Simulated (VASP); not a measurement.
# TiO2 (I4_1/amd) in VASP: relaxation of cell and atoms with LDA

Aim: the relaxation of cell and atoms of TiO2 with LDA.

Program: VASP 6.6.1. These are calculated values, not measurements. Logs are shortened: lines on timing, memory, paths and dates and some standing lists are left out, and cuts for length are marked.

### 1 The cell of the first run

It takes space group I4_1/amd (No. 141, tetragonal). The conventional cell has a = 3.739 Å, b = 3.739 Å, c = 9.472 Å, α = 90.00°, β = 90.00°, γ = 90.00°. Ti (site symmetry -4m2) has 6 O at 1.91 to 1.97 Å within 2.5 Å. O (site symmetry 2mm) has 3 Ti at 1.91 to 1.97 Å and 2 O at 2.44 Å within 2.5 Å.

### 2 Relaxation of cell and atoms, LDA

INCAR reads:

```
PREC     = Accurate       # precision mode
ENCUT    = 600            # plane-wave cutoff, eV
EDIFF    = 1E-6           # SCF threshold, eV
ISMEAR   = 0              # smearing method
SIGMA    = 0.02           # smearing width, eV
LREAL    = False          # projectors in reciprocal space
LASPH    = True           # aspherical terms in the spheres
NELM     = 60             # most SCF steps
ALGO     = Normal         # electronic algorithm
ISIF     = 3              # what is computed and relaxed
LWAVE    = False          # write WAVECAR
LCHARG   = False          # write CHGCAR
GGA      = CA             # functional
IBRION   = 2              # ionic algorithm
NSW      = 100            # ionic steps
EDIFFG   = -0.005         # ionic threshold
```

KPOINTS reads:

```
Automatic mesh
0
Gamma
  10 10 10
```

POSCAR reads:

```
TiO2
1.0
   -1.8693404635      1.8693404635      4.7359124129
    1.8693404635     -1.8693404635      4.7359124129
    1.8693404635      1.8693404635     -4.7359124129
Ti O
2 4
Direct
    0.0000000000      0.0000000000      0.0000000000
    0.7500000000      0.2500000000      0.5000000000
    0.9577110523      0.4577110523      0.5000000000
    0.2077110523      0.2077110523      0.0000000000
    0.5422889477      0.0422889477      0.5000000000
    0.7922889477      0.7922889477      0.0000000000
```

Potentials or basis: VASP PAW LDA potentials, release 64 (Ti_sv, O).

Launch:

```bash
cat potpaw_LDA.64/Ti_sv/POTCAR potpaw_LDA.64/O/POTCAR > POTCAR
mpirun -np 1 vasp_std > vasp.out
```

OUTCAR:

```text
PREC = Accurate
   ENCUT = 600
   EDIFF = 1E-6
   ISMEAR = 0
   LREAL = False
   LASPH = True
   NELM = 60
   ISIF = 3
   GGA = CA
   IBRION = 2
   NSW = 100
   EDIFFG = -0.005

 ion  position               nearest neighbor table
   1  0.000  0.000  0.000-   5 1.91   3 1.91   5 1.91   3 1.91   4 1.97   6 1.97
   2  0.750  0.250  0.500-   6 1.91   4 1.91   6 1.91   4 1.91   3 1.97   5 1.97
   3  0.958  0.458  0.500-   1 1.91   1 1.91   2 1.97
   4  0.208  0.208  0.000-   2 1.91   2 1.91   1 1.97
   5  0.542  0.042  0.500-   1 1.91   1 1.91   2 1.97
   6  0.792  0.792  0.000-   2 1.91   2 1.91   1 1.97

  LATTYP: Found a body centered tetragonal cell.
 ALAT       =     3.7386809270
 C/A-ratio  =     2.5334670197

  Lattice vectors:

 A1 = (  -1.8693404635,   1.8693404635,   4.7359124129)
 A2 = (   1.8693404635,  -1.8693404635,   4.7359124129)
 A3 = (   1.8693404635,   1.8693404635,  -4.7359124129)

Analysis of symmetry for initial positions (statically):
=====================================================================
 Subroutine PRICEL returns:
 Original cell was already a primitive cell.

 Routine SETGRP: Setting up the symmetry group for a
 body centered tetragonal supercell.

 Subroutine GETGRP returns: Found 16 space group operations
 (whereof  8 operations were pure point group operations)
 out of a pool of 16 trial point group operations.

The static configuration has the point symmetry D_2d.
 The point group associated with its full space group is D_4h.

Analysis of symmetry for dynamics (positions and initial velocities):
=====================================================================
 Subroutine PRICEL returns:
 Original cell was already a primitive cell.

 Routine SETGRP: Setting up the symmetry group for a
 body centered tetragonal supercell.

 Subroutine GETGRP returns: Found 16 space group operations
 (whereof  8 operations were pure point group operations)
 out of a pool of 16 trial point group operations.

The dynamic configuration has the point symmetry D_2d.
 The point group associated with its full space group is D_4h.

 Subroutine INISYM returns: Found 16 space group operations
 (whereof  8 operations are pure point group operations),
 and found     1 'primitive' translations

----------------------------------------------------------------------------------------

                                     Primitive cell

  volume of cell :      66.1973

  direct lattice vectors                    reciprocal lattice vectors
    -1.869340463  1.869340463  4.735912413     0.000000000  0.267474015  0.105576277
     1.869340463 -1.869340463  4.735912413     0.267474015  0.000000000  0.105576277
     1.869340463  1.869340463 -4.735912413     0.267474015  0.267474015  0.000000000

  length of vectors
     5.423811752  5.423811752  5.423811752     0.287556428  0.287556428  0.378265380

  position of ions in fractional coordinates (direct lattice)
     0.000000000  0.000000000  0.000000000
     0.750000000  0.250000000  0.500000000
     0.957711052  0.457711052  0.500000000
     0.207711052  0.207711052  0.000000000
     0.542288948  0.042288948  0.500000000
     0.792288948  0.792288948  0.000000000

  ion indices of the primitive-cell ions
   primitive index   ion index
                 1           1
                 2           2
                 3           3
                 4           4
                 5           5
                 6           6

----------------------------------------------------------------------------------------

 KPOINTS: Automatic mesh

Automatic generation of k-mesh.
 Grid dimensions read from file:
 generate k-points for:   10   10   10

 Generating k-lattice:

  Cartesian coordinates                     Fractional coordinates (reciprocal lattice)
     0.000000000  0.026747402  0.010557628     0.100000000  0.000000000  0.000000000
     0.026747402  0.000000000  0.010557628     0.000000000  0.100000000  0.000000000
     0.026747402  0.026747402  0.000000000     0.000000000  0.000000000  0.100000000

  Length of vectors
     0.028755643  0.028755643  0.037826538

  Shift w.r.t. Gamma in fractional coordinates (k-lattice)
     0.000000000  0.000000000  0.000000000

 Subroutine IBZKPT returns following result:
 ===========================================

 Found    102 irreducible k-points:

 Following reciprocal coordinates:
            Coordinates               Weight
  0.000000  0.000000  0.000000      1.000000
  0.100000  0.000000 -0.000000      8.000000
  0.200000  0.000000 -0.000000      8.000000
  0.300000  0.000000 -0.000000      8.000000
  0.400000  0.000000 -0.000000      8.000000
  0.500000  0.000000 -0.000000      4.000000
[... 16 lines left out ...]
  0.300000  0.300000 -0.000000      8.000000
  0.400000  0.300000 -0.000000     16.000000
 [... further k-points ...]
   k-points           NKPTS =    102   k-points in BZ     NKDIM =    102   number of bands    NBANDS=     28
   number of dos      NEDOS =    301   number of ions     NIONS =      6
   total plane-waves  NPLWV = 110592
   dimension x,y,z NGX =    48 NGY =   48 NGZ =   48
   dimension x,y,z NGXF=    96 NGYF=   96 NGZF=   96
   ions per type =               2   4
   NGX,Y,Z   is equivalent  to a cutoff of  14.71, 14.71, 14.71 a.u.
   NGXF,Y,Z  is equivalent  to a cutoff of  29.43, 29.43, 29.43 a.u.
 SYSTEM =  unknown system
   PREC   = accura    normal or accurate (medium, high low for compatibility)
   ISTART =      0    job   : 0-new  1-cont  2-samecut
   ICHARG =      2    charge: 1-file 2-atom 10-const
   ISPIN  =      1    spin polarized calculation?
   LNONCOLLINEAR =      F non collinear calculations
   LSORBIT =      F    spin-orbit coupling
   LASPH  =      T    aspherical Exc in radial PAW
   ENCUT  =  600.0 eV  44.10 Ry    6.64 a.u.  10.83 10.83 10.83*2*pi/ulx,y,z
   NELM   =     60;   NELMIN=  2; NELMDL= -5     # of ELM steps
   EDIFF  = 0.1E-05   stopping-criterion for ELM
   LREAL  =      F    real-space projection
   EDIFFG = -.5E-02   stopping-criterion for IOM
   NSW    =    100    number of steps for IOM
   IBRION =      2    ionic relax: 0-MD 1-quasi-New 2-CG
   NFREE  =      1    steps in history (QN), initial steepest desc. (CG)
   ISIF   =      3    stress and relaxation
   ISYM   =      2    0-nonsym 1-usesym 2-fastsym
   POTIM  = 0.5000    time-step for ionic-motion
   TEBEG  =    0.0;   TEEND  =   0.0 temperature during run
   PSTRESS=    0.0 pullay stress
   NELECT =      48.0000    total number of electrons
   NUPDOWN=      -1.0000    fix difference up-down
   EMIN   =  10.00;   EMAX   =-10.00  energy-range for DOS
   EFERMI =   0.00;   METHOD = LEGACY
   ISMEAR =     0;   SIGMA  =   0.02  broadening in eV -4-tet -1-fermi 0-gaus
   EFERMI_NEDOS =   21; number of points for ismear=-14 and -15
   IALGO  =     38    algorithm
   IMIX   =      4    mixing-type and parameters
     AMIX     =   0.40;   BMIX     =  1.00
     AMIX_MAG =   1.60;   BMIX_MAG =  1.00
  volume/ion in A,a.u.               =      11.03        74.45
  Fermi-wavevector in a.u.,A,eV,Ry     =   1.470760  2.779333 29.431231  2.163134
  Thomas-Fermi vector in A             =   2.585978
   LORBIT       =      0    0 simple, 1 ext, 2 COOP (PROOUT), +10 PAW based schemes
   GGA     = CA    functional components
   LHFCALC =     F    Hartree Fock is set to
   AEXX    =    0.0000 exact exchange contribution
   IVDW    =     0    specifies the selected vdW correction
   LEPSILON=     F    determine dielectric tensor
   LRPA    =     F    only Hartree local field effects (RPA)
 conjugate gradient relaxation of ions
 non-spin polarized calculation
 Gauss-broadening in eV      SIGMA  =   0.02
  energy-cutoff  :      600.00
  volume of cell :       66.20
 maximum number of plane-waves:      2258
 NGX is ok and might be reduce to    48
   NGX = 21   NGY = 21   NGZ = 21

--------------------------------------- Ionic step        1  -------------------------------------------

 number of electron      47.9999997 magnetization

 Free energy of the ion-electron system (eV)
  ---------------------------------------------------
  ext. energy  EPLUGINS =         0.00000000
  ---------------------------------------------------
  free energy    TOTEN  =       -58.84547717 eV

  energy without entropy =      -58.84547717  energy(sigma->0) =      -58.84547717

------------------------ aborting loop because EDIFF is reached ----------------------------------------

  FORCE on cell =-STRESS in cart. coord.  units (eV):
  Direction    XX          YY          ZZ          XY          YZ          ZX
  --------------------------------------------------------------------------------------
  -------------------------------------------------------------------------------------
  Total        0.3550249      0.3550249      0.3391472      0.0000000      0.0000000      0.0000000
  in kB        8.5926855      8.5926855      8.2083980      0.0000000      0.0000000      0.0000000
  external PRESSURE =       8.4645897 kB  Pullay stress =       0.0000000 kB
[... 225 lines left out ...]
  energy  without entropy=      -58.8462262503  energy(sigma->0) =      -58.84622625

--------------------------------------- Ionic step        7  -------------------------------------------

 number of electron      47.9999996 magnetization

 Free energy of the ion-electron system (eV)
  ---------------------------------------------------
  ext. energy  EPLUGINS =         0.00000000
  ---------------------------------------------------
  free energy    TOTEN  =       -58.84626531 eV

  energy without entropy =      -58.84626531  energy(sigma->0) =      -58.84626531

 E-fermi :   3.4407     XC(G=0): -11.4769

 val. band max:        3.3308802193   @ k =  -0.4000   0.4000   0.0000
 cond. band min:       5.3934088194   @ k =   0.0000   0.0000   0.0000
 fundamental gap:      2.0625286001
 Fermi energy:         3.4407215231

 k-point     1 :       0.0000    0.0000    0.0000
  band No.  band energies     occupation
      1     -52.2242      2.00000
      2     -52.1514      2.00000
      3     -29.1456      2.00000
      4     -28.8709      2.00000
      5     -28.8709      2.00000
      6     -28.7889      2.00000
[... 733 lines left out ...]
     27       6.9594      0.00000
     28       7.1068      0.00000

 [... further k-points ...]

------------------------ aborting loop because EDIFF is reached ----------------------------------------

  FORCE on cell =-STRESS in cart. coord.  units (eV):
  Direction    XX          YY          ZZ          XY          YZ          ZX
  --------------------------------------------------------------------------------------
  -------------------------------------------------------------------------------------
  Total       -0.0085412     -0.0085412      0.0021418      0.0000000      0.0000000      0.0000000
  in kB       -0.2062005     -0.2062005      0.0517067      0.0000000      0.0000000      0.0000000
  external PRESSURE =      -0.1202314 kB  Pullay stress =       0.0000000 kB
[... 21 lines left out ...]
  FREE ENERGIE OF THE ION-ELECTRON SYSTEM (eV)
  ---------------------------------------------------
  free  energy   TOTEN  =       -58.8462653092 eV

  energy  without entropy=      -58.8462653092  energy(sigma->0) =      -58.84626531

 reached required accuracy - stopping structural energy minimisation
```

It took 16 min on 1 thread of Intel Xeon 6975P-C (Granite Rapids), shared host; peak memory 0.39 GiB.

Results:

```
Free energy                           : -58.8463 eV
Relaxed volume                        : 11.06 Å³/atom
Relaxed cell                          : a = 5.421 Å, b = 5.421 Å, c = 5.421 Å, α = 139.57°, β = 139.57°, γ = 58.50°
Space group after relaxing (to 0.1 Å) : I4_1/amd (No. 141)
Energy gained by relaxing             : 0.1 meV/atom
Ionic steps                           : 7
Pressure after relaxing               : 0.0 GPa
Largest force after relaxing          : 0.005 eV/Å
Band gap on the k mesh                : 2.06 eV (least direct gap 2.41 eV)
```

Forces on the atoms (eV/Å):
```
Ti   0.000  0.000  0.000
Ti   0.000  0.000  0.000
O    0.000  0.000  0.005
O    0.000  0.000  0.005
O    0.000  0.000 -0.005
O    0.000  0.000 -0.005
```

Step by step:
```tsv
step	energy change (eV)	largest force (eV/Å)	pressure (GPa)	volume (Å³)
1	0.0000	0.0399	0.85	66.20
2	0.0008	0.0393	-1.25	66.76
3	-0.0006	0.0080	-0.02	66.42
4	-0.0007	0.0103	-0.02	66.42
5	-0.0007	0.0190	-0.05	66.41
6	-0.0007	0.0154	-0.04	66.40
7	-0.0008	0.0046	-0.01	66.37
```

Final structure:
```
Ti O
1.0
    -1.87297    1.87297    4.72952
     1.87297   -1.87297    4.72952
     1.87297    1.87297   -4.72952
Ti O
2 4
Direct
  0.00000 0.00000 0.00000
  0.75000 0.25000 0.50000
  0.95813 0.45813 0.50000
  0.20813 0.20813 0.00000
  0.54187 0.04187 0.50000
  0.79187 0.79187 0.00000
```
